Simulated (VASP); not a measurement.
# W (Im-3m) in VASP: a series of runs

The runs below take W through single point, relaxation of cell and atoms, with PBEsol.

Program: VASP 6.6.1. These are calculated values, not measurements. Logs are shortened: lines on timing, memory, paths and dates and some standing lists are left out, and cuts for length are marked.

### Step 1. The cell of the first run

It takes space group Im-3m (No. 229, cubic). The conventional cell has a = 3.154 Å, b = 3.154 Å, c = 3.154 Å, α = 90.00°, β = 90.00°, γ = 90.00°. W (site symmetry m-3m) has 14 W at 2.73 to 3.15 Å within 3.6 Å.

### Step 2. Single point, PBEsol

Input file INCAR:

```
  PREC = Accurate
  ENCUT = 520
  EDIFF = 1E-6
  ISMEAR = -1
  SIGMA = 0.1
  LREAL = F
  LASPH = T
  NELM = 80
  ALGO = Normal
  ISIF = 2
  LWAVE = F
  LCHARG = F
  GGA = PS
  NBANDS = 13
```

Input file KPOINTS:

```
regular mesh
0
Gamma
  18 18 18
```

Input file POSCAR:

```
W
1.0
   -1.5771895181      1.5771895181      1.5771895181
    1.5771895181     -1.5771895181      1.5771895181
    1.5771895181      1.5771895181     -1.5771895181
W
1
Direct
    0.0000000000      0.0000000000      0.0000000000
```

Potentials or basis: VASP PAW PBE potentials, release 64 (W_sv).

Run with:

```bash
> cat potpaw_PBE.64/W_sv/POTCAR > POTCAR
> mpirun -np 1 vasp_std > vasp.out
```

OUTCAR:

```text
PREC = Accurate
   ENCUT = 520
   EDIFF = 1E-6
   ISMEAR = -1
   LREAL = F
   LASPH = T
   NELM = 80
   ISIF = 2
   GGA = PS

 ion  position               nearest neighbor table
   1  0.000  0.000  0.000-

  LATTYP: Found a body centered cubic cell.
 ALAT       =     3.1543790362

  Lattice vectors:

 A1 = (  -1.5771895181,   1.5771895181,   1.5771895181)
 A2 = (   1.5771895181,  -1.5771895181,   1.5771895181)
 A3 = (   1.5771895181,   1.5771895181,  -1.5771895181)

Analysis of symmetry for initial positions (statically):
=====================================================================
 Subroutine PRICEL returns:
 Original cell was already a primitive cell.

 Routine SETGRP: Setting up the symmetry group for a
 body centered cubic supercell.

 Subroutine GETGRP returns: Found 48 space group operations
[... 9 lines left out ...]

 Routine SETGRP: Setting up the symmetry group for a
 body centered cubic supercell.

 Subroutine GETGRP returns: Found 48 space group operations
[... 11 lines left out ...]
                                     Primitive cell

  volume of cell :      15.6932

  direct lattice vectors                    reciprocal lattice vectors
    -1.577189518  1.577189518  1.577189518     0.000000000  0.317019606  0.317019606
     1.577189518 -1.577189518  1.577189518     0.317019606  0.000000000  0.317019606
     1.577189518  1.577189518 -1.577189518     0.317019606  0.317019606  0.000000000

  length of vectors
     2.731772379  2.731772379  2.731772379     0.448333427  0.448333427  0.448333427

  position of ions in fractional coordinates (direct lattice)
     0.000000000  0.000000000  0.000000000

  ion indices of the primitive-cell ions
   primitive index   ion index
                 1           1

----------------------------------------------------------------------------------------

 KPOINTS: regular mesh

Automatic generation of k-mesh.
 Grid dimensions read from file:
 generate k-points for:   18   18   18

 Generating k-lattice:

  Cartesian coordinates                     Fractional coordinates (reciprocal lattice)
     0.000000000  0.017612200  0.017612200     0.055555556  0.000000000  0.000000000
     0.017612200  0.000000000  0.017612200     0.000000000  0.055555556  0.000000000
     0.017612200  0.017612200  0.000000000     0.000000000  0.000000000  0.055555556

  Length of vectors
     0.024907413  0.024907413  0.024907413

  Shift w.r.t. Gamma in fractional coordinates (k-lattice)
     0.000000000  0.000000000  0.000000000

 Subroutine IBZKPT returns following result:
 ===========================================

 Found    195 irreducible k-points:

 Following reciprocal coordinates:
            Coordinates               Weight
  0.000000  0.000000  0.000000      1.000000
  0.055556  0.000000  0.000000     12.000000
  0.111111  0.000000  0.000000     12.000000
  0.166667  0.000000  0.000000     12.000000
  0.222222  0.000000  0.000000     12.000000
  0.277778  0.000000  0.000000     12.000000
[... 16 lines left out ...]
  0.333333  0.111111  0.000000     48.000000
  0.388889  0.111111  0.000000     48.000000
 [... further k-points ...]
   k-points           NKPTS =    195   k-points in BZ     NKDIM =    195   number of bands    NBANDS=     13
   number of dos      NEDOS =    301   number of ions     NIONS =      1
   total plane-waves  NPLWV =   8000
   dimension x,y,z NGX =    20 NGY =   20 NGZ =   20
   dimension x,y,z NGXF=    40 NGYF=   40 NGZF=   40
   ions per type =               1
   NGX,Y,Z   is equivalent  to a cutoff of  12.17, 12.17, 12.17 a.u.
   NGXF,Y,Z  is equivalent  to a cutoff of  24.34, 24.34, 24.34 a.u.
 SYSTEM =  unknown system
   PREC   = accura    normal or accurate (medium, high low for compatibility)
   ISTART =      0    job   : 0-new  1-cont  2-samecut
   ICHARG =      2    charge: 1-file 2-atom 10-const
   ISPIN  =      1    spin polarized calculation?
   LNONCOLLINEAR =      F non collinear calculations
   LSORBIT =      F    spin-orbit coupling
   LASPH  =      T    aspherical Exc in radial PAW
   ENCUT  =  520.0 eV  38.22 Ry    6.18 a.u.   5.08  5.08  5.08*2*pi/ulx,y,z
   NELM   =     80;   NELMIN=  2; NELMDL= -5     # of ELM steps
   EDIFF  = 0.1E-05   stopping-criterion for ELM
   LREAL  =      F    real-space projection
   EDIFFG = 0.1E-04   stopping-criterion for IOM
   NSW    =      0    number of steps for IOM
   IBRION =     -1    ionic relax: 0-MD 1-quasi-New 2-CG
   NFREE  =      0    steps in history (QN), initial steepest desc. (CG)
   ISIF   =      2    stress and relaxation
   ISYM   =      2    0-nonsym 1-usesym 2-fastsym
   POTIM  = 0.5000    time-step for ionic-motion
   TEBEG  =    0.0;   TEEND  =   0.0 temperature during run
   PSTRESS=    0.0 pullay stress
   NELECT =      14.0000    total number of electrons
   NUPDOWN=      -1.0000    fix difference up-down
   EMIN   =  10.00;   EMAX   =-10.00  energy-range for DOS
   EFERMI =   0.00;   METHOD = LEGACY
   ISMEAR =    -1;   SIGMA  =   0.10  broadening in eV -4-tet -1-fermi 0-gaus
   EFERMI_NEDOS =   21; number of points for ismear=-14 and -15
   IALGO  =     38    algorithm
   IMIX   =      4    mixing-type and parameters
     AMIX     =   0.40;   BMIX     =  1.00
     AMIX_MAG =   1.60;   BMIX_MAG =  1.00
  volume/ion in A,a.u.               =      15.69       105.90
  Fermi-wavevector in a.u.,A,eV,Ry     =   1.575966  2.978145 33.792385  2.483670
  Thomas-Fermi vector in A             =   2.676871
   LORBIT       =      0    0 simple, 1 ext, 2 COOP (PROOUT), +10 PAW based schemes
   GGA     = PS    functional components
   LHFCALC =     F    Hartree Fock is set to
   AEXX    =    0.0000 exact exchange contribution
   IVDW    =     0    specifies the selected vdW correction
   LEPSILON=     F    determine dielectric tensor
   LRPA    =     F    only Hartree local field effects (RPA)
 non-spin polarized calculation
  energy-cutoff  :      520.00
  volume of cell :       15.69
 maximum number of plane-waves:       434
   NGX = 11   NGY = 11   NGZ = 11

 number of electron      14.0000005 magnetization

 Free energy of the ion-electron system (eV)
  ---------------------------------------------------
  ext. energy  EPLUGINS =         0.00000000
  ---------------------------------------------------
  free energy    TOTEN  =       -13.80957129 eV

  energy without entropy =      -13.79189990  energy(sigma->0) =      -13.80073559

 E-fermi :  11.4146     XC(G=0): -13.8178

 val. band max:       11.4130852356   @ k =  -0.2778   0.3333   0.2222
 cond. band min:      11.4146243934   @ k =   0.5000   0.5000   0.2222
 fundamental gap:      0.0015391578
 Fermi energy:        11.4145695625

 k-point     1 :       0.0000    0.0000    0.0000
  band No.  band energies     occupation
      1     -62.7105      2.00000
      2     -26.2534      2.00000
      3     -26.2534      2.00000
      4     -26.2534      2.00000
      5       1.7116      2.00000
      6      10.1694      1.99999
      7      10.1694      1.99999
      8      10.1694      1.99999
      9      13.6810      0.00000
     10      13.6810      0.00000
     11      25.9848      0.00000
     12      25.9848      0.00000
     13      25.9848      0.00000

 k-point     2 :       0.0556    0.0000    0.0000
  band No.  band energies     occupation
      1     -62.7063      2.00000
      2     -26.2972      2.00000
      3     -26.2670      2.00000
      4     -26.2536      2.00000
      5       1.8638      2.00000
      6      10.0762      2.00000
      7      10.1489      1.99999
      8      10.3162      1.99997
      9      13.5298      0.00000
     10      13.6817      0.00000
     11      26.1164      0.00000
     12      26.2430      0.00000
     13      26.3645      0.00000

 k-point     3 :       0.1111    0.0000    0.0000
  band No.  band energies     occupation
      1     -62.6942      2.00000
      2     -26.4219      2.00000
      3     -26.3059      2.00000
      4     -26.2542      2.00000
      5       2.3029      2.00000
      6       9.8189      2.00000
      7      10.0592      2.00000
      8      10.7515      1.99736
      9      13.2074      0.00000
     10      13.6913      0.00000
     11      26.4484      0.00000
     12      26.9937      0.00000
     13      27.3361      0.00000

 k-point     4 :       0.1667    0.0000    0.0000
  band No.  band energies     occupation
      1     -62.6755      2.00000
      2     -26.6093      2.00000
      3     -26.3651      2.00000
      4     -26.2553      2.00000
      5       2.9732      2.00000
      6       9.4523      2.00000
      7       9.8568      2.00000
      8      11.4608      0.77304
      9      12.9739      0.00000
     10      13.7283      0.00000
     11      26.7476      0.00000
     12      28.1770      0.00000
     13      28.3906      0.00000

 k-point     5 :       0.2222    0.0000    0.0000
  band No.  band energies     occupation
      1     -62.6525      2.00000
      2     -26.8332      2.00000
      3     -26.4369      2.00000
      4     -26.2566      2.00000
      5       3.7651      2.00000
      6       9.0402      2.00000
      7       9.6095      2.00000
      8      12.4179      0.00009
      9      12.9753      0.00000
     10      13.8118      0.00000
     11      26.5872      0.00000
     12      28.5587      0.00000
     13      29.7188      0.00000
[... 257 lines left out ...]
 k-point    22 :       0.2778    0.1111   -0.0000
  band No.  band energies     occupation
      1     -62.5988      2.00000
      2     -27.2745      2.00000
      3     -26.6095      2.00000
      4     -26.3163      2.00000
      5       5.3724      2.00000
      6       8.3319      2.00000
      7       9.4246      2.00000
      8      13.0861      0.00000
      9      14.4279      0.00000
     10      15.5692      0.00000
     11      24.7476      0.00000
     12      26.2492      0.00000
     13      30.7395      0.00000

 k-point    23 :       0.3333    0.1111    0.0000
  band No.  band energies     occupation
      1     -62.5811      2.00000
      2     -27.4170      2.00000
      3     -26.6788      2.00000
      4     -26.3189      2.00000
      5       5.5245      2.00000
      6       8.0984      2.00000
      7      10.1063      2.00000
      8      13.3775      0.00000
      9      14.5752      0.00000
     10      16.8909      0.00000
     11      23.5593      0.00000
     12      24.8766      0.00000
     13      29.4222      0.00000

 k-point    24 :       0.3889    0.1111    0.0000
  band No.  band energies     occupation
      1     -62.5695      2.00000
      2     -27.5085      2.00000
      3     -26.7240      2.00000
      4     -26.3205      2.00000
      5       5.5132      2.00000
      6       7.9551      2.00000
      7      10.8521      1.99281
      8      13.4618      0.00000
      9      14.8134      0.00000
     10      17.9558      0.00000
     11      22.4744      0.00000
     12      24.0559      0.00000
     13      28.3944      0.00000

 [... further k-points ...]
[... 5 lines left out ...]
  --------------------------------------------------------------------------------------
  -------------------------------------------------------------------------------------
  Total        0.0648372      0.0648372      0.0648372      0.0000000     -0.0000000      0.0000000
  in kB        6.6194723      6.6194723      6.6194723      0.0000000     -0.0000000      0.0000000
  external PRESSURE =       6.6194723 kB  Pullay stress =       0.0000000 kB

 VOLUME and BASIS-vectors are now :
 -----------------------------------------------------------------------------
  energy-cutoff  :      520.00
  volume of cell :       15.69
      direct lattice vectors                 reciprocal lattice vectors
    -1.577189518  1.577189518  1.577189518     0.000000000  0.317019606  0.317019606
     1.577189518 -1.577189518  1.577189518     0.317019606  0.000000000  0.317019606
     1.577189518  1.577189518 -1.577189518     0.317019606  0.317019606  0.000000000

 POSITION                                       TOTAL-FORCE (eV/Angst)
 -----------------------------------------------------------------------------------
      0.00000      0.00000      0.00000         0.000000     -0.000000      0.000000
 -----------------------------------------------------------------------------------
    total drift:                                0.000000     -0.000000      0.000000

  FREE ENERGIE OF THE ION-ELECTRON SYSTEM (eV)
  ---------------------------------------------------
  free  energy   TOTEN  =       -13.8095712919 eV

  energy  without entropy=      -13.7918998979  energy(sigma->0) =      -13.80073559
```

It took 10 s on 1 thread of Intel Xeon 6975P-C (Granite Rapids), shared host; peak memory 0.15 GiB.

Results:

```yaml
Free_energy: -13.8096 eV
Pressure: 0.7 GPa
Band_gap_on_the_k_mesh: zero (band 7 reaches 16.67 eV, above the bottom of band 8 at 10.17 eV)
```

Levels at points of the mesh, in eV from the Fermi level:
```tsv
k point	band 4	band 5	band 6	band 7	band 8	band 9	band 10	band 11
(0.00, 0.00, 0.00)	-37.67	-9.70	-1.25	-1.25	-1.25	2.27	2.27	14.57
(0.50, 0.00, 0.00)	-37.68	-6.35	-3.62	0.74	2.17	3.16	6.27	11.24
(0.50, 0.50, 0.50)	-38.60	-5.93	-5.93	5.26	5.26	5.26	8.34	8.34
```

Caveat: the PAW data sets were made with another functional, which shifts forces and pressure a little; spin-orbit coupling is left out, which moves the levels of the heavy elements.

### Step 3. Relaxation of cell and atoms, PBEsol

This run uses another cell than the first one, of 15.85 Å³/atom, 1.010 times its volume.

Input file INCAR:

```
SYSTEM = W
  PREC = Accurate
  ENCUT = 600
  EDIFF = 1E-6
  ISMEAR = -1
  SIGMA = 0.1
  LREAL = .FALSE.
  LASPH = .TRUE.
  NELM = 80
  ALGO = Normal
  ISIF = 3
  LWAVE = .FALSE.
  LCHARG = .FALSE.
  GGA = PS
  IBRION = 2
  NSW = 60
  EDIFFG = -0.01
```

Input file KPOINTS:

```
Automatic mesh
0
G
  18 18 18
  0 0 0
```

Input file POSCAR:

```
W
1.0
   -1.5823450000      1.5823450000      1.5823450000
    1.5823450000     -1.5823450000      1.5823450000
    1.5823450000      1.5823450000     -1.5823450000
W
1
Direct
    0.0000000000      0.0000000000      0.0000000000
```

Potentials or basis: VASP PAW PBE potentials, release 64 (W_sv).

Run with:

```bash
> cat potpaw_PBE.64/W_sv/POTCAR > POTCAR
> mpirun -np 1 vasp_std > vasp.out
```

It took 21 s on 1 thread of Intel Xeon 6975P-C (Granite Rapids), shared host; peak memory 0.17 GiB.

The run converged. Its results:

```
Free energy                            : -13.8098 eV
Relaxed volume                         : 15.73 Å³/atom
Relaxed cell                           : a = 2.734 Å, b = 2.734 Å, c = 2.734 Å, α = 109.47°, β = 109.47°, γ = 109.47°
Space group after relaxing (to 0.05 Å) : Im-3m (No. 229)
Energy gained by relaxing              : 0.9 meV/atom
Ionic steps                            : 3
Pressure after relaxing                : 0.0 GPa
Band gap on the k mesh                 : zero (band 7 reaches 16.62 eV, above the bottom of band 8 at 10.14 eV)
```

The path:
| step | energy change (eV) | largest force (eV/Å) | pressure (GPa) | volume (Å³) |
| --- | --- | --- | --- | --- |
| 1 | 0.0000 | 0.0000 | -2.44 | 15.85 |
| 2 | 0.0114 | 0.0000 | 9.52 | 15.30 |
| 3 | -0.0009 | 0.0000 | 0.00 | 15.73 |

Final structure:
```yaml
crystal:
  lattice:
    - [-1.57839, 1.57839, 1.57839]
    - [1.57839, -1.57839, 1.57839]
    - [1.57839, 1.57839, -1.57839]
  atoms:
    - { symbol: W, position: [0.00000, 0.00000, 0.00000] }
```

Levels at points of the mesh, in eV from the Fermi level:
```tsv
k point	band 4	band 5	band 6	band 7	band 8	band 9	band 10	band 11
(0.00, 0.00, 0.00)	-37.67	-9.69	-1.24	-1.24	-1.24	2.26	2.26	14.57
(0.50, 0.00, 0.00)	-37.68	-6.33	-3.61	0.73	2.16	3.15	6.24	11.53
(0.50, 0.50, 0.50)	-38.60	-5.91	-5.91	5.24	5.24	5.24	8.32	8.32
```

Caveat: the PAW data sets were made with another functional, which shifts forces and pressure a little; spin-orbit coupling is left out, which moves the levels of the heavy elements.
